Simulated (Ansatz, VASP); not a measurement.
Rh in VASP and in Ansatz

```
Rh
1.0
     0.00000    1.90155    1.90155
     1.90155    0.00000    1.90155
     1.90155    1.90155    0.00000
Rh
1
Cartesian
  0.0000 0.0000 0.0000
```

Alike in both runs: task single point; functional PBE; k mesh 12 × 12 × 12; occupations fermi-dirac, width 0.08 eV; no spin polarisation.

|  | VASP | Ansatz |
| --- | --- | --- |
| version | VASP 6.6.1 | Ansatz 0.2.0 |
| potentials or method | VASP PAW PBE potentials, release 64 (Rh_pv), cutoff 520 eV | all-electron LAPW, scalar-relativistic |

Ansatz gave:

| Item | Value |
| --- | --- |
| pressure (GPa) | 5.7 |

Estimate VASP's values.

pressure (GPa): 5.9.

Ansatz ran all-electron here, and VASP with PAW potentials.
